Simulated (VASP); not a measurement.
# ZnSnN2 (P-4m2) in VASP: further runs

Aim: see how the results for ZnSnN2 move with the level of theory and the settings. Levels: LDA, PBEsol. Tasks: single point.

All numbers are computed with VASP 6.6.1; they aren't measurements. Logs are shortened: lines on timing, memory, paths and dates and some standing lists are left out, and cuts for length are marked.

### 1 The cell of the first run

Symmetry: P-4m2, No. 115, tetragonal system. The conventional cell has a = 3.350 Å, b = 3.350 Å, c = 4.624 Å, α = 90.00°, β = 90.00°, γ = 90.00°. Zn (site symmetry -4m2) has 4 N at 2.01 Å within 2.7 Å. Within 2.7 Å of N (site symmetry 2mm) lie 2 Zn at 2.01 Å and 2 Sn at 2.06 Å. Within 2.7 Å of Sn (site symmetry -4m2) lie 4 N at 2.06 Å.

### 2 Single point, LDA

Input file INCAR:

```
SYSTEM = ZnSnN2
PREC = Accurate
ENCUT = 520
EDIFF = 1E-6
ISMEAR = -1
SIGMA = 0.02
LREAL = .False.
LASPH = .True.
NELM = 60
ALGO = Normal
ISIF = 2
LWAVE = .False.
LCHARG = .True.
LELF = .True.
LVHAR = .True.
NBANDS = 26
```

Input file KPOINTS:

```
regular mesh
0
Gamma
  6 6 6
  0 0 0
```

Input file POSCAR:

```
ZnSnN2
1.0
    3.3501033710      0.0000000000      0.0000000000
    0.0000000000      3.3501033710      0.0000000000
    0.0000000000      0.0000000000      4.6244792955
Zn N Sn
1 2 1
Direct
    0.0000000000      0.0000000000      0.0000000000
    0.0000000000      0.5000000000      0.2412593049
    0.5000000000      0.0000000000      0.7587406951
    0.5000000000      0.5000000000      0.5000000000
```

Potentials or basis: VASP PAW LDA potentials, release 64 (Zn, N, Sn_d).

Run with:

```console
$ cat potpaw_LDA.64/Zn/POTCAR potpaw_LDA.64/N/POTCAR potpaw_LDA.64/Sn_d/POTCAR > POTCAR
$ mpirun -np 1 vasp_std > vasp.out
```

OUTCAR:

```text
SYSTEM = ZnSnN2
   PREC = Accurate
   ENCUT = 520
   EDIFF = 1E-6
   ISMEAR = -1
   LREAL = .False.
   LASPH = .True.
   NELM = 60
   ISIF = 2

 ion  position               nearest neighbor table
   1  0.000  0.000  0.000-   2 2.01   3 2.01   2 2.01   3 2.01   4 3.31   4 3.31   4 3.31   4 3.31
                             4 3.31   4 3.31   4 3.31   4 3.31
   2  0.000  0.500  0.241-   1 2.01   1 2.01   4 2.06   4 2.06
   3  0.500  0.000  0.759-   1 2.01   1 2.01   4 2.06   4 2.06
   4  0.500  0.500  0.500-   2 2.06   3 2.06   3 2.06   2 2.06   1 3.31   1 3.31   1 3.31   1 3.31
                             1 3.31   1 3.31   1 3.31   1 3.31

  LATTYP: Found a simple tetragonal cell.
 ALAT       =     3.3501033710
 C/A-ratio  =     1.3803989858

  Lattice vectors:

 A1 = (   3.3501033710,   0.0000000000,   0.0000000000)
 A2 = (   0.0000000000,   3.3501033710,   0.0000000000)
 A3 = (   0.0000000000,   0.0000000000,   4.6244792955)

Analysis of symmetry for initial positions (statically):
=====================================================================
 Subroutine PRICEL returns:
 Original cell was already a primitive cell.

 Routine SETGRP: Setting up the symmetry group for a
 simple tetragonal supercell.

 Subroutine GETGRP returns: Found  8 space group operations
 (whereof  8 operations were pure point group operations)
 out of a pool of 16 trial point group operations.

The static configuration has the point symmetry D_2d.

Analysis of symmetry for dynamics (positions and initial velocities):
=====================================================================
 Subroutine PRICEL returns:
 Original cell was already a primitive cell.

 Routine SETGRP: Setting up the symmetry group for a
 simple tetragonal supercell.

 Subroutine GETGRP returns: Found  8 space group operations
 (whereof  8 operations were pure point group operations)
 out of a pool of 16 trial point group operations.

The dynamic configuration has the point symmetry D_2d.

 Subroutine INISYM returns: Found  8 space group operations
 (whereof  8 operations are pure point group operations),
 and found     1 'primitive' translations

----------------------------------------------------------------------------------------

                                     Primitive cell

  volume of cell :      51.9014

  direct lattice vectors                    reciprocal lattice vectors
     3.350103371  0.000000000  0.000000000     0.298498252  0.000000000  0.000000000
     0.000000000  3.350103371  0.000000000     0.000000000  0.298498252  0.000000000
     0.000000000  0.000000000  4.624479295     0.000000000  0.000000000  0.216240562

  length of vectors
     3.350103371  3.350103371  4.624479295     0.298498252  0.298498252  0.216240562

  position of ions in fractional coordinates (direct lattice)
     0.000000000  0.000000000  0.000000000
     0.000000000  0.500000000  0.241259305
     0.500000000  0.000000000  0.758740695
     0.500000000  0.500000000  0.500000000

  ion indices of the primitive-cell ions
   primitive index   ion index
                 1           1
                 2           2
                 3           3
                 4           4

----------------------------------------------------------------------------------------

 KPOINTS: regular mesh

Automatic generation of k-mesh.
 Grid dimensions read from file:
 generate k-points for:    6    6    6

 Generating k-lattice:

  Cartesian coordinates                     Fractional coordinates (reciprocal lattice)
     0.049749709  0.000000000  0.000000000     0.166666667  0.000000000  0.000000000
     0.000000000  0.049749709  0.000000000     0.000000000  0.166666667  0.000000000
     0.000000000  0.000000000  0.036040094     0.000000000  0.000000000  0.166666667

  Length of vectors
     0.049749709  0.049749709  0.036040094

  Shift w.r.t. Gamma in fractional coordinates (k-lattice)
     0.000000000  0.000000000  0.000000000

 Subroutine IBZKPT returns following result:
 ===========================================

 Found     40 irreducible k-points:

 Following reciprocal coordinates:
            Coordinates               Weight
  0.000000  0.000000  0.000000      1.000000
  0.166667  0.000000  0.000000      4.000000
  0.333333  0.000000  0.000000      4.000000
  0.500000  0.000000  0.000000      2.000000
  0.166667  0.166667  0.000000      4.000000
  0.333333  0.166667  0.000000      8.000000
[... 16 lines left out ...]
  0.333333  0.000000  0.333333      8.000000
  0.500000  0.000000  0.333333      4.000000
 [... further k-points ...]
   k-points           NKPTS =     40   k-points in BZ     NKDIM =     40   number of bands    NBANDS=     26
   number of dos      NEDOS =    301   number of ions     NIONS =      4
   total plane-waves  NPLWV =  28224
   dimension x,y,z NGX =    28 NGY =   28 NGZ =   36
   dimension x,y,z NGXF=    56 NGYF=   56 NGZF=   72
   ions per type =               1   2   1
   NGX,Y,Z   is equivalent  to a cutoff of  13.89, 13.89, 12.94 a.u.
   NGXF,Y,Z  is equivalent  to a cutoff of  27.79, 27.79, 25.88 a.u.
 SYSTEM =  ZnSnN2
   PREC   = accura    normal or accurate (medium, high low for compatibility)
   ISTART =      0    job   : 0-new  1-cont  2-samecut
   ICHARG =      2    charge: 1-file 2-atom 10-const
   ISPIN  =      1    spin polarized calculation?
   LNONCOLLINEAR =      F non collinear calculations
   LSORBIT =      F    spin-orbit coupling
   LASPH  =      T    aspherical Exc in radial PAW
   ENCUT  =  520.0 eV  38.22 Ry    6.18 a.u.   6.23  6.23  8.60*2*pi/ulx,y,z
   NELM   =     60;   NELMIN=  2; NELMDL= -5     # of ELM steps
   EDIFF  = 0.1E-05   stopping-criterion for ELM
   LREAL  =      F    real-space projection
   EDIFFG = 0.1E-04   stopping-criterion for IOM
   NSW    =      0    number of steps for IOM
   IBRION =     -1    ionic relax: 0-MD 1-quasi-New 2-CG
   NFREE  =      0    steps in history (QN), initial steepest desc. (CG)
   ISIF   =      2    stress and relaxation
   ISYM   =      2    0-nonsym 1-usesym 2-fastsym
   POTIM  = 0.5000    time-step for ionic-motion
   TEBEG  =    0.0;   TEEND  =   0.0 temperature during run
   PSTRESS=    0.0 pullay stress
   NELECT =      36.0000    total number of electrons
   NUPDOWN=      -1.0000    fix difference up-down
   EMIN   =  10.00;   EMAX   =-10.00  energy-range for DOS
   EFERMI =   0.00;   METHOD = LEGACY
   ISMEAR =    -1;   SIGMA  =   0.02  broadening in eV -4-tet -1-fermi 0-gaus
   EFERMI_NEDOS =   21; number of points for ismear=-14 and -15
   IALGO  =     38    algorithm
   IMIX   =      4    mixing-type and parameters
     AMIX     =   0.40;   BMIX     =  1.00
     AMIX_MAG =   1.60;   BMIX_MAG =  1.00
  volume/ion in A,a.u.               =      12.98        87.56
  Fermi-wavevector in a.u.,A,eV,Ry     =   1.449159  2.738513 28.573059  2.100061
  Thomas-Fermi vector in A             =   2.566917
   LORBIT       =      0    0 simple, 1 ext, 2 COOP (PROOUT), +10 PAW based schemes
   GGA     = CA    functional components
   LHFCALC =     F    Hartree Fock is set to
   AEXX    =    0.0000 exact exchange contribution
   IVDW    =     0    specifies the selected vdW correction
   LEPSILON=     F    determine dielectric tensor
   LRPA    =     F    only Hartree local field effects (RPA)
 non-spin polarized calculation
  energy-cutoff  :      520.00
  volume of cell :       51.90
 maximum number of plane-waves:      1417
 NGX is ok and might be reduce to    28
   NGX = 13   NGY = 13   NGZ = 17

 number of electron      35.9999980 magnetization

 Free energy of the ion-electron system (eV)
  ---------------------------------------------------
  ext. energy  EPLUGINS =         0.00000000
  ---------------------------------------------------
  free energy    TOTEN  =       -24.81434897 eV

  energy without entropy =      -24.81415327  energy(sigma->0) =      -24.81425112

 E-fermi :   5.6872     XC(G=0): -11.6884

 val. band max:        5.6474576630   @ k =   0.0000   0.0000   0.0000
 cond. band min:       5.7190564042   @ k =   0.0000   0.0000   0.0000
 fundamental gap:      0.0715987412
 Fermi energy:         5.6871915488

 k-point     1 :       0.0000    0.0000    0.0000
  band No.  band energies     occupation
      1     -15.5259      2.00000
      2     -15.2026      2.00000
      3     -15.2026      2.00000
      4     -15.1661      2.00000
      5     -15.0249      2.00000
      6     -10.2229      2.00000
[... 18 lines left out ...]
     25      15.8067      0.00000
     26      18.6272      0.00000

 k-point     2 :       0.1667    0.0000    0.0000
  band No.  band energies     occupation
      1     -15.4883      2.00000
      2     -15.2455      2.00000
      3     -15.2001      2.00000
      4     -15.1464      2.00000
      5     -15.0395      2.00000
      6      -9.9551      2.00000
[... 18 lines left out ...]
     25      15.6671      0.00000
     26      17.8995      0.00000

 k-point     3 :       0.3333    0.0000    0.0000
  band No.  band energies     occupation
      1     -15.4250      2.00000
      2     -15.3220      2.00000
      3     -15.1952      2.00000
      4     -15.1017      2.00000
      5     -15.0686      2.00000
      6      -9.2302      2.00000
[... 18 lines left out ...]
     25      15.0231      0.00000
     26      17.4606      0.00000

 k-point     4 :       0.5000    0.0000    0.0000
  band No.  band energies     occupation
      1     -15.4053      2.00000
      2     -15.3524      2.00000
      3     -15.1927      2.00000
      4     -15.0832      2.00000
      5     -15.0743      2.00000
      6      -8.5226      2.00000
[... 18 lines left out ...]
     25      14.7730      0.00000
     26      17.0660      0.00000
[... 496 lines left out ...]
      1     -15.4905      2.00000
      2     -15.2481      2.00000
      3     -15.2016      2.00000
      4     -15.1407      2.00000
      5     -15.0394      2.00000
      6      -9.5726      2.00000
[... 18 lines left out ...]
     25      15.5789      0.00000
     26      17.3457      0.00000

 k-point    23 :       0.3333    0.0000    0.3333
  band No.  band energies     occupation
      1     -15.4296      2.00000
      2     -15.3253      2.00000
      3     -15.1969      2.00000
      4     -15.0955      2.00000
      5     -15.0686      2.00000
      6      -8.9445      2.00000
[... 18 lines left out ...]
     25      15.9248      0.00000
     26      16.4904      0.00000

 k-point    24 :       0.5000    0.0000    0.3333
  band No.  band energies     occupation
      1     -15.4143      2.00000
      2     -15.3526      2.00000
      3     -15.1944      2.00000
      4     -15.0832      2.00000
      5     -15.0678      2.00000
      6      -8.4495      2.00000
[... 18 lines left out ...]
     25      15.6484      0.00000
     26      16.0952      0.00000

 [... further k-points ...]
[... 5 lines left out ...]
  --------------------------------------------------------------------------------------
  -------------------------------------------------------------------------------------
  Total        0.2025124      0.2025124      0.1811368      0.0000000      0.0000000     -0.0000000
  in kB        6.2514808      6.2514808      5.5916232      0.0000000      0.0000000     -0.0000000
  external PRESSURE =       6.0315283 kB  Pullay stress =       0.0000000 kB

 VOLUME and BASIS-vectors are now :
 -----------------------------------------------------------------------------
  energy-cutoff  :      520.00
  volume of cell :       51.90
      direct lattice vectors                 reciprocal lattice vectors
     3.350103371  0.000000000  0.000000000     0.298498252  0.000000000  0.000000000
     0.000000000  3.350103371  0.000000000     0.000000000  0.298498252  0.000000000
     0.000000000  0.000000000  4.624479295     0.000000000  0.000000000  0.216240562

 POSITION                                       TOTAL-FORCE (eV/Angst)
 -----------------------------------------------------------------------------------
      0.00000      0.00000      0.00000        -0.000000     -0.000000      0.000000
      0.00000      1.67505      1.11570        -0.000000      0.000000      0.017423
      1.67505      0.00000      3.50878         0.000000      0.000000     -0.017423
      1.67505      1.67505      2.31224         0.000000      0.000000      0.000000
 -----------------------------------------------------------------------------------
    total drift:                                0.000000      0.000000      0.000000

  FREE ENERGIE OF THE ION-ELECTRON SYSTEM (eV)
  ---------------------------------------------------
  free  energy   TOTEN  =       -24.8143489685 eV

  energy  without entropy=      -24.8141532737  energy(sigma->0) =      -24.81425112
```

Run time: 55 s. Hardware: 1 thread of Intel Xeon Platinum 8375C at 2.90GHz (Ice Lake), shared host; peak memory 0.19 GiB.

Results:

| Property | Result |
| --- | --- |
| Free energy | -24.8143 eV |
| Pressure | 0.6 GPa |
| Largest force | 0.017 eV/Å |
| Band gap on the k mesh | 0.07 eV, direct |

Forces in eV/Å, atoms in the order of the input:
```
Zn   0.000  0.000  0.000
N    0.000  0.000  0.017
N    0.000  0.000 -0.017
Sn   0.000  0.000  0.000
```

Levels at points of the mesh, in eV from the valence-band top:
```tsv
k point	band 16	band 17	band 18	band 19	band 20	band 21
(0.00, 0.00, 0.00)	-0.03	-0.03	0.00	0.07	2.53	6.05
(0.50, 0.00, 0.00)	-2.80	-1.83	-0.67	3.83	5.52	5.95
(0.50, 0.50, 0.00)	-2.76	-2.76	-2.07	2.68	2.68	4.99
(0.00, 0.00, 0.50)	-2.24	-1.09	-1.09	2.80	3.25	6.68
(0.50, 0.00, 0.50)	-1.28	-0.71	-0.59	2.51	4.19	6.83
(0.50, 0.50, 0.50)	-3.85	-3.46	-3.03	5.18	5.18	5.78
```

Caveat: spin-orbit coupling is left out, which moves the levels of the heavy elements.

### 3 Single point, PBEsol

This run uses another cell than the first one, of 13.36 Å³/atom, 1.030 times its volume.

Input file INCAR:

```
SYSTEM = ZnSnN2
ALGO = Normal ; EDIFF = 1E-6
ENCUT = 520 ; GGA = PS
ISIF = 2 ; ISMEAR = -1
LASPH = .TRUE. ; LCHARG = .FALSE.
LREAL = .FALSE. ; LWAVE = .FALSE.
NBANDS = 26 ; NELM = 100
PREC = Accurate ; SIGMA = 0.02
```

Input file KPOINTS:

```
k-points
0
G
  6 6 6
  0 0 0
```

Input file POSCAR:

```
ZnSnN2
1.0
    3.3787983701      0.0000000000      0.0000000000
    0.0000000000      3.3787983701      0.0000000000
    0.0000000000      0.0000000000      4.6811249273
Zn N Sn
1 2 1
Direct
    0.0000000000      0.0000000000      0.0000000000
    0.0000000000      0.5000000000      0.2422777294
    0.5000000000      0.0000000000      0.7577222706
    0.5000000000      0.5000000000      0.5000000000
```

Potentials or basis: VASP PAW PBE potentials, release 64 (Zn, N, Sn_d).

Run with:

```console
$ cat potpaw_PBE.64/Zn/POTCAR potpaw_PBE.64/N/POTCAR potpaw_PBE.64/Sn_d/POTCAR > POTCAR
$ mpirun -np 1 vasp_std > vasp.out
```

OUTCAR:

```text
SYSTEM = ZnSnN2
   EDIFF = 1E-6
   ENCUT = 520
   GGA = PS
   ISIF = 2
   ISMEAR = -1
   LASPH = .TRUE.
   LREAL = .FALSE.
   NELM = 100
   PREC = Accurate

 ion  position               nearest neighbor table
   1  0.000  0.000  0.000-   2 2.03   3 2.03   2 2.03   3 2.03   4 3.34   4 3.34   4 3.34   4 3.34
                             4 3.34   4 3.34   4 3.34   4 3.34
   2  0.000  0.500  0.242-   1 2.03   1 2.03   4 2.08   4 2.08
   3  0.500  0.000  0.758-   1 2.03   1 2.03   4 2.08   4 2.08
   4  0.500  0.500  0.500-   2 2.08   3 2.08   3 2.08   2 2.08   1 3.34   1 3.34   1 3.34   1 3.34
                             1 3.34   1 3.34   1 3.34   1 3.34

  LATTYP: Found a simple tetragonal cell.
 ALAT       =     3.3787983701
 C/A-ratio  =     1.3854407439

  Lattice vectors:

 A1 = (   3.3787983701,   0.0000000000,   0.0000000000)
 A2 = (   0.0000000000,   3.3787983701,   0.0000000000)
 A3 = (   0.0000000000,   0.0000000000,   4.6811249273)

Analysis of symmetry for initial positions (statically):
[... 171 lines left out ...]
  ext. energy  EPLUGINS =         0.00000000
  ---------------------------------------------------
  free energy    TOTEN  =       -23.19743431 eV

  energy without entropy =      -23.19703058  energy(sigma->0) =      -23.19723244

 E-fermi :   5.4110     XC(G=0): -11.3572

 val. band max:        5.4017654593   @ k =   0.0000   0.0000   0.0000
 cond. band min:       6.5376365183   @ k =   0.0000   0.0000   0.1667
 fundamental gap:      1.1358710590
 Fermi energy:         5.4110050809

 k-point     1 :       0.0000    0.0000    0.0000
  band No.  band energies     occupation
      1     -15.6805      2.00000
      2     -15.3837      2.00000
      3     -15.3837      2.00000
      4     -15.3528      2.00000
      5     -15.2197      2.00000
      6     -10.3262      2.00000
[... 685 lines left out ...]
     25      15.3009      0.00000
     26      15.8060      0.00000

 [... further k-points ...]
[... 5 lines left out ...]
  --------------------------------------------------------------------------------------
  -------------------------------------------------------------------------------------
  Total        0.0951548      0.0951548      0.0843687      0.0000000      0.0000000      0.0000000
  in kB        2.8527675      2.8527675      2.5293990      0.0000000      0.0000000      0.0000000
  external PRESSURE =       2.7449780 kB  Pullay stress =       0.0000000 kB

 VOLUME and BASIS-vectors are now :
 -----------------------------------------------------------------------------
  energy-cutoff  :      520.00
  volume of cell :       53.44
      direct lattice vectors                 reciprocal lattice vectors
     3.378798370  0.000000000  0.000000000     0.295963207  0.000000000  0.000000000
     0.000000000  3.378798370  0.000000000     0.000000000  0.295963207  0.000000000
     0.000000000  0.000000000  4.681124927     0.000000000  0.000000000  0.213623865

 POSITION                                       TOTAL-FORCE (eV/Angst)
 -----------------------------------------------------------------------------------
      0.00000      0.00000      0.00000         0.000000      0.000000      0.000000
      0.00000      1.68940      1.13413        -0.000000     -0.000000      0.022551
      1.68940      0.00000      3.54699        -0.000000      0.000000     -0.022551
      1.68940      1.68940      2.34056        -0.000000      0.000000      0.000000
 -----------------------------------------------------------------------------------
    total drift:                                0.000000      0.000000      0.000000

  FREE ENERGIE OF THE ION-ELECTRON SYSTEM (eV)
  ---------------------------------------------------
  free  energy   TOTEN  =       -23.1974343121 eV

  energy  without entropy=      -23.1970305756  energy(sigma->0) =      -23.19723244
```

OSZICAR:

```text
N       E                     dE             d eps       ncg     rms          rms(c)
DAV:   1     0.304103145160E+03    0.30410E+03   -0.18300E+04  2152   0.214E+03
DAV:   2     0.126164283988E+02   -0.29149E+03   -0.27755E+03  2154   0.455E+02
DAV:   3    -0.255224249997E+02   -0.38139E+02   -0.37532E+02  2446   0.155E+02
DAV:   4    -0.268311126828E+02   -0.13087E+01   -0.13025E+01  2410   0.304E+01
DAV:   5    -0.268534338614E+02   -0.22321E-01   -0.22313E-01  2462   0.423E+00    0.127E+01
DAV:   6    -0.230447608633E+02    0.38087E+01   -0.71820E+00  3308   0.690E+01    0.688E+00
DAV:   7    -0.232629684179E+02   -0.21821E+00   -0.30049E+00  2134   0.127E+01    0.407E+00
DAV:   8    -0.232307065130E+02    0.32262E-01   -0.39652E-01  2762   0.545E+00    0.132E+00
DAV:   9    -0.231965945581E+02    0.34112E-01   -0.84363E-02  3098   0.364E+00    0.327E-01
DAV:  10    -0.231973407610E+02   -0.74620E-03   -0.13492E-02  2186   0.750E-01    0.183E-01
DAV:  11    -0.231974762951E+02   -0.13553E-03   -0.63765E-04  2344   0.254E-01    0.761E-02
DAV:  12    -0.231974329250E+02    0.43370E-04   -0.10142E-04  2996   0.126E-01    0.952E-03
DAV:  13    -0.231974350889E+02   -0.21639E-05   -0.14954E-05  2706   0.478E-02    0.812E-03
DAV:  14    -0.231974343121E+02    0.77680E-06   -0.20173E-06  1590   0.280E-02
   1 F= -.23197434E+02 E0= -.23197232E+02  d E =-.403736E-03
```

Run time: 54 s. Hardware: 1 thread of Intel Xeon Platinum 8375C at 2.90GHz (Ice Lake), shared host; peak memory 0.2 GiB.

Results:

```yaml
Free_energy: -23.1974 eV
Pressure: 0.3 GPa
Largest_force: 0.023 eV/Å
```

Forces on the atoms (eV/Å):
```
Zn   0.000  0.000  0.000
N    0.000  0.000  0.023
N    0.000  0.000 -0.023
Sn   0.000  0.000  0.000
```

Caveat: the PAW data sets were made with another functional, which shifts forces and pressure a little; spin-orbit coupling is left out, which moves the levels of the heavy elements.
